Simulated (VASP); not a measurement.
# FeCo3 (P4/mmm) in VASP: single point with PBEsol

Aim: the single point of FeCo3 with PBEsol.

Program: VASP 6.6.1. These are calculated values, not measurements. Logs are shortened: lines on timing, memory, paths and dates and some standing lists are left out, and cuts for length are marked.

### 1 The cell of the first run

It takes space group P4/mmm (No. 123, tetragonal). Conventional cell: a = 2.568 Å, b = 2.568 Å, c = 7.337 Å, α = 90.00°, β = 90.00°, γ = 90.00°. Fe (site symmetry 4/mmm) has 8 Co at 2.49 Å and 4 Fe at 2.57 Å within 3.3 Å. Within 3.7 Å of Co (site symmetry 4mm) lie 4 Fe at 2.49 Å and 13 Co at 2.57 to 3.63 Å. Within 3.4 Å of Co (site symmetry 4/mmm) lie 12 Co at 2.57 to 2.67 Å.

### 2 Single point, PBEsol, collinear spin, ferromagnetic start (atoms shifted along a free coordinate)

File INCAR:

```
PREC = Accurate ; ENCUT = 520
EDIFF = 1E-7 ; ISMEAR = 0
SIGMA = 0.15 ; LREAL = F
LASPH = T ; NELM = 150
ALGO = Fast ; ISIF = 2
LWAVE = F ; LCHARG = T
ISPIN = 2 ; MAGMOM = 2.66 1.81 1.88 1.81
LORBIT = 11 ; LMAXMIX = 4
GGA = PS ; LELF = T
LVHAR = T ; NBANDS = 30
```

File KPOINTS:

```
Automatic mesh
0
Gamma
  16 16 6
```

File POSCAR:

```
FeCo3
1.0
    2.5684336417      0.0000000000      0.0000000000
    0.0000000000      2.5684336417      0.0000000000
    0.0000000000      0.0000000000      7.3374398287
Fe Co
1 3
Direct
    0.0000000000      0.0000000000      0.0000000000
    0.5000000000      0.5000000000      0.7671148079
    0.0000000000      0.0000000000      0.5000000000
    0.5000000000      0.5000000000      0.2328851921
```

Potentials or basis: VASP PAW PBE potentials, release 64 (Fe, Co).

On the command line:

```console
> cat potpaw_PBE.64/Fe/POTCAR potpaw_PBE.64/Co/POTCAR > POTCAR
> mpirun -np 1 vasp_std > vasp.out
```

OUTCAR:

```text
PREC = Accurate
   ENCUT = 520
   EDIFF = 1E-7
   ISMEAR = 0
   LREAL = F
   LASPH = T
   NELM = 150
   ISIF = 2
   ISPIN = 2
   LORBIT = 11
   GGA = PS

 ion  position               nearest neighbor table
   1  0.000  0.000  0.000-   2 2.49   4 2.49   2 2.49   4 2.49   2 2.49   4 2.49   2 2.49   4 2.49

   2  0.500  0.500  0.767-   1 2.49   1 2.49   1 2.49   1 2.49   3 2.67   3 2.67   3 2.67   3 2.67

   3  0.000  0.000  0.500-   2 2.67   4 2.67   2 2.67   4 2.67   2 2.67   4 2.67   2 2.67   4 2.67

   4  0.500  0.500  0.233-   1 2.49   1 2.49   1 2.49   1 2.49   3 2.67   3 2.67   3 2.67   3 2.67

  LATTYP: Found a simple tetragonal cell.
 ALAT       =     2.5684336417
 C/A-ratio  =     2.8567760948

  Lattice vectors:

 A1 = (   2.5684336417,   0.0000000000,   0.0000000000)
 A2 = (   0.0000000000,   2.5684336417,   0.0000000000)
 A3 = (   0.0000000000,   0.0000000000,   7.3374398287)

Analysis of symmetry for initial positions (statically):
=====================================================================
 Subroutine PRICEL returns:
 Original cell was already a primitive cell.

 Routine SETGRP: Setting up the symmetry group for a
 simple tetragonal supercell.

 Subroutine GETGRP returns: Found 16 space group operations
 (whereof 16 operations were pure point group operations)
 out of a pool of 16 trial point group operations.

The static configuration has the point symmetry D_4h.

Analysis of symmetry for dynamics (positions and initial velocities):
=====================================================================
 Subroutine PRICEL returns:
 Original cell was already a primitive cell.

 Routine SETGRP: Setting up the symmetry group for a
 simple tetragonal supercell.

 Subroutine GETGRP returns: Found 16 space group operations
 (whereof 16 operations were pure point group operations)
 out of a pool of 16 trial point group operations.

The dynamic configuration has the point symmetry D_4h.

Analysis of structural, dynamic, and magnetic symmetry:
=====================================================================
 Subroutine PRICEL returns:
 Original cell was already a primitive cell.

 Routine SETGRP: Setting up the symmetry group for a
 simple tetragonal supercell.

 Subroutine GETGRP returns: Found 16 space group operations
 (whereof 16 operations were pure point group operations)
 out of a pool of 16 trial point group operations.

The overall configuration has the point symmetry D_4h.

 Subroutine INISYM returns: Found 16 space group operations
 (whereof 16 operations are pure point group operations),
 and found     1 'primitive' translations

----------------------------------------------------------------------------------------

                                     Primitive cell

  volume of cell :      48.4040

  direct lattice vectors                    reciprocal lattice vectors
     2.568433642  0.000000000  0.000000000     0.389342354  0.000000000  0.000000000
     0.000000000  2.568433642  0.000000000     0.000000000  0.389342354  0.000000000
     0.000000000  0.000000000  7.337439829     0.000000000  0.000000000  0.136287319

  length of vectors
     2.568433642  2.568433642  7.337439829     0.389342354  0.389342354  0.136287319

  position of ions in fractional coordinates (direct lattice)
     0.000000000  0.000000000  0.000000000
     0.500000000  0.500000000  0.767114808
     0.000000000  0.000000000  0.500000000
     0.500000000  0.500000000  0.232885192

  ion indices of the primitive-cell ions
   primitive index   ion index
                 1           1
                 2           2
                 3           3
                 4           4

----------------------------------------------------------------------------------------

 KPOINTS: Automatic mesh

Automatic generation of k-mesh.
 Grid dimensions read from file:
 generate k-points for:   16   16    6

 Generating k-lattice:

  Cartesian coordinates                     Fractional coordinates (reciprocal lattice)
     0.024333897  0.000000000  0.000000000     0.062500000  0.000000000  0.000000000
     0.000000000  0.024333897  0.000000000     0.000000000  0.062500000  0.000000000
     0.000000000  0.000000000  0.022714553     0.000000000  0.000000000  0.166666667

  Length of vectors
     0.024333897  0.024333897  0.022714553

  Shift w.r.t. Gamma in fractional coordinates (k-lattice)
     0.000000000  0.000000000  0.000000000

 Subroutine IBZKPT returns following result:
 ===========================================

 Found    180 irreducible k-points:

 Following reciprocal coordinates:
            Coordinates               Weight
  0.000000  0.000000  0.000000      1.000000
  0.062500  0.000000  0.000000      4.000000
  0.125000  0.000000  0.000000      4.000000
  0.187500  0.000000  0.000000      4.000000
  0.250000  0.000000  0.000000      4.000000
  0.312500  0.000000  0.000000      4.000000
[... 16 lines left out ...]
  0.437500  0.125000  0.000000      8.000000
  0.500000  0.125000  0.000000      4.000000
 [... further k-points ...]
   k-points           NKPTS =    180   k-points in BZ     NKDIM =    180   number of bands    NBANDS=     30
   number of dos      NEDOS =    301   number of ions     NIONS =      4
   total plane-waves  NPLWV =  22400
   dimension x,y,z NGX =    20 NGY =   20 NGZ =   56
   dimension x,y,z NGXF=    40 NGYF=   40 NGZF=  112
   ions per type =               1   3
   NGX,Y,Z   is equivalent  to a cutoff of  12.95, 12.95, 12.69 a.u.
   NGXF,Y,Z  is equivalent  to a cutoff of  25.89, 25.89, 25.38 a.u.
 SYSTEM =  unknown system
   PREC   = accura    normal or accurate (medium, high low for compatibility)
   ISTART =      0    job   : 0-new  1-cont  2-samecut
   ICHARG =      2    charge: 1-file 2-atom 10-const
   ISPIN  =      2    spin polarized calculation?
   LNONCOLLINEAR =      F non collinear calculations
   LSORBIT =      F    spin-orbit coupling
   LASPH  =      T    aspherical Exc in radial PAW
   ENCUT  =  520.0 eV  38.22 Ry    6.18 a.u.   4.78  4.78 13.64*2*pi/ulx,y,z
   NELM   =    150;   NELMIN=  2; NELMDL= -5     # of ELM steps
   EDIFF  = 0.1E-06   stopping-criterion for ELM
   LREAL  =      F    real-space projection
   EDIFFG = 0.1E-05   stopping-criterion for IOM
   NSW    =      0    number of steps for IOM
   IBRION =     -1    ionic relax: 0-MD 1-quasi-New 2-CG
   NFREE  =      0    steps in history (QN), initial steepest desc. (CG)
   ISIF   =      2    stress and relaxation
   ISYM   =      2    0-nonsym 1-usesym 2-fastsym
   POTIM  = 0.5000    time-step for ionic-motion
   TEBEG  =    0.0;   TEEND  =   0.0 temperature during run
   PSTRESS=    0.0 pullay stress
   NELECT =      35.0000    total number of electrons
   NUPDOWN=      -1.0000    fix difference up-down
   EMIN   =  10.00;   EMAX   =-10.00  energy-range for DOS
   EFERMI =   0.00;   METHOD = LEGACY
   ISMEAR =     0;   SIGMA  =   0.15  broadening in eV -4-tet -1-fermi 0-gaus
   EFERMI_NEDOS =   21; number of points for ismear=-14 and -15
   IALGO  =     68    algorithm
   IMIX   =      4    mixing-type and parameters
     AMIX     =   0.40;   BMIX     =  1.00
     AMIX_MAG =   1.60;   BMIX_MAG =  1.00
  volume/ion in A,a.u.               =      12.10        81.66
  Fermi-wavevector in a.u.,A,eV,Ry     =   1.469390  2.776745 29.376436  2.159107
  Thomas-Fermi vector in A             =   2.584773
   LORBIT       =     11    0 simple, 1 ext, 2 COOP (PROOUT), +10 PAW based schemes
   GGA     = PS    functional components
   LHFCALC =     F    Hartree Fock is set to
   AEXX    =    0.0000 exact exchange contribution
   IVDW    =     0    specifies the selected vdW correction
   LEPSILON=     F    determine dielectric tensor
   LRPA    =     F    only Hartree local field effects (RPA)
 spin polarized calculation
 RMM-DIIS sequential band-by-band and
 Gauss-broadening in eV      SIGMA  =   0.15
  energy-cutoff  :      520.00
  volume of cell :       48.40
 maximum number of plane-waves:      1324
 NGX is ok and might be reduce to    20
   NGX =  9   NGY =  9   NGZ = 27

 number of electron      35.0000009 magnetization       7.5884881

 Free energy of the ion-electron system (eV)
  ---------------------------------------------------
  ext. energy  EPLUGINS =         0.00000000
  ---------------------------------------------------
  free energy    TOTEN  =       -31.32984928 eV

  energy without entropy =      -31.27447638  energy(sigma->0) =      -31.30216283

 E-fermi :   7.8155     XC(G=0): -12.9264

 val. band max:        7.8154468805   @ k =   0.1875   0.1250   0.0000
 cond. band min:       7.8156220842   @ k =   0.3125   0.1250   0.0000
 fundamental gap:      0.0001752037
 Fermi energy:         7.8154852960

 spin component 1

 k-point     1 :       0.0000    0.0000    0.0000
  band No.  band energies     occupation
      1      -0.6063      1.00000
      2       2.0086      1.00000
      3       2.0545      1.00000
      4       2.9920      1.00000
      5       3.5205      1.00000
      6       4.3683      1.00000
[... 757 lines left out ...]
     28      19.0639      0.00000
     29      19.7111      0.00000

 [... further k-points ...]

 spin component 2

 k-point     1 :       0.0000    0.0000    0.0000
  band No.  band energies     occupation
      1      -0.4654      1.00000
      2       2.2544      1.00000
      3       2.3199      1.00000
      4       4.3650      1.00000
      5       5.0279      1.00000
      6       5.9006      1.00000
[... 757 lines left out ...]
     28      19.7550      0.00000
     29      20.1803      0.00000

 [... further k-points ...]

 [bands above 29 left out]

------------------------ aborting loop because EDIFF is reached ----------------------------------------

  FORCE on cell =-STRESS in cart. coord.  units (eV):
  Direction    XX          YY          ZZ          XY          YZ          ZX
  --------------------------------------------------------------------------------------
  -------------------------------------------------------------------------------------
  Total       -5.9711342     -5.9711342     -6.6088951      0.0000000      0.0000000     -0.0000000
  in kB     -197.6451495   -197.6451495   -218.7551007      0.0000000      0.0000000     -0.0000000
  external PRESSURE =    -204.6817999 kB  Pullay stress =       0.0000000 kB

 VOLUME and BASIS-vectors are now :
 -----------------------------------------------------------------------------
  energy-cutoff  :      520.00
  volume of cell :       48.40
      direct lattice vectors                 reciprocal lattice vectors
     2.568433642  0.000000000  0.000000000     0.389342354  0.000000000  0.000000000
     0.000000000  2.568433642  0.000000000     0.000000000  0.389342354  0.000000000
     0.000000000  0.000000000  7.337439829     0.000000000  0.000000000  0.136287319

 POSITION                                       TOTAL-FORCE (eV/Angst)
 -----------------------------------------------------------------------------------
      0.00000      0.00000      0.00000         0.000000      0.000000     -0.000000
      1.28422      1.28422      5.62866        -0.000000      0.000000     -0.996400
      0.00000      0.00000      3.66872         0.000000      0.000000     -0.000000
      1.28422      1.28422      1.70878         0.000000      0.000000      0.996400
 -----------------------------------------------------------------------------------
    total drift:                               -0.000000     -0.000000      0.000000

  FREE ENERGIE OF THE ION-ELECTRON SYSTEM (eV)
  ---------------------------------------------------
  free  energy   TOTEN  =       -31.3298492837 eV

  energy  without entropy=      -31.2744763849  energy(sigma->0) =      -31.30216283

 total charge

# of ion       s       p       d       tot
------------------------------------------
    1        0.485   0.525   6.216   7.226
    2        0.459   0.453   7.214   8.126
    3        0.428   0.394   7.152   7.974
    4        0.459   0.453   7.214   8.126
--------------------------------------------------
tot          1.831   1.825  27.796  31.452

 magnetization (x)

# of ion       s       p       d       tot
------------------------------------------
    1       -0.011  -0.042   2.525   2.472
    2       -0.017  -0.044   1.732   1.671
    3       -0.010  -0.037   1.894   1.848
    4       -0.017  -0.044   1.732   1.671
--------------------------------------------------
tot         -0.054  -0.166   7.883   7.662
```

It took 6.5 min on 1 thread of Intel Xeon 6975P-C (Granite Rapids), shared host; peak memory 0.46 GiB.

What came out:

```yaml
Free_energy: -31.3298 eV
Pressure: -20.5 GPa
Largest_force: 0.996 eV/Å
Net_moment: 7.59 μB per cell
Site_moments: Fe +2.47; Co +1.67, +1.85 (each value once) μB
Valence_electrons_inside_the_program's_atomic_spheres: Fe 7.23; Co 8.13, 7.97 (each value once)
```

Forces in eV/Å, atoms in the order of the input:
```
Fe   0.000  0.000  0.000
Co   0.000  0.000 -0.996
Co   0.000  0.000  0.000
Co   0.000  0.000  0.996
```

Stress tensor (GPa, compression positive):
```
-19.76   0.00   0.00
  0.00 -19.76   0.00
  0.00   0.00 -21.88
```

Levels at points of the mesh, in eV from the Fermi level:
Spin up:
| k point | band 17 | band 18 | band 19 | band 20 | band 21 | band 22 | band 23 | band 24 | band 25 | band 26 |
| --- | --- | --- | --- | --- | --- | --- | --- | --- | --- | --- |
| (0.00, 0.00, 0.00) | -1.62 | -1.42 | -1.38 | -1.23 | -0.73 | -0.47 | -0.47 | 2.33 | 8.31 | 13.98 |
| (0.50, 0.00, 0.00) | -0.82 | -0.80 | -0.69 | -0.62 | -0.21 | -0.18 | 0.79 | 0.97 | 5.31 | 5.37 |
| (0.50, 0.50, 0.00) | -0.59 | -0.55 | -0.55 | -0.22 | 2.41 | 2.41 | 7.27 | 7.27 | 7.41 | 7.41 |
| (0.00, 0.00, 0.50) | -1.16 | -1.15 | -1.15 | -0.74 | -0.64 | -0.64 | -0.49 | -0.07 | 11.53 | 13.07 |
| (0.50, 0.00, 0.50) | -1.33 | -1.24 | -0.79 | -0.69 | 0.48 | 0.53 | 0.62 | 0.91 | 6.56 | 6.57 |
| (0.50, 0.50, 0.50) | -0.72 | -0.59 | -0.59 | -0.22 | 3.89 | 3.89 | 4.43 | 4.43 | 8.68 | 8.74 |
Spin down:
| k point | band 11 | band 12 | band 13 | band 14 | band 15 | band 16 | band 17 | band 18 |
| --- | --- | --- | --- | --- | --- | --- | --- | --- |
| (0.00, 0.00, 0.00) | -0.52 | -0.46 | -0.02 | -0.02 | 0.27 | 0.27 | 0.50 | 0.73 |
| (0.50, 0.00, 0.00) | -0.68 | -0.35 | -0.15 | -0.13 | -0.13 | 0.09 | 0.23 | 0.42 |
| (0.50, 0.50, 0.00) | 0.26 | 0.37 | 1.15 | 1.27 | 1.28 | 1.29 | 1.48 | 1.48 |
| (0.00, 0.00, 0.50) | -0.49 | -0.49 | -0.25 | -0.14 | 0.58 | 0.60 | 0.67 | 0.67 |
| (0.50, 0.00, 0.50) | -0.60 | -0.51 | -0.48 | -0.47 | -0.43 | -0.37 | 0.61 | 0.61 |
| (0.50, 0.50, 0.50) | 0.15 | 0.15 | 0.56 | 0.70 | 1.01 | 1.15 | 1.27 | 1.28 |

Caveat: the cell differs from its parent crystal (atoms shifted along a free coordinate); the cell stands under tension; the PAW data sets were made with another functional, which shifts forces and pressure a little.
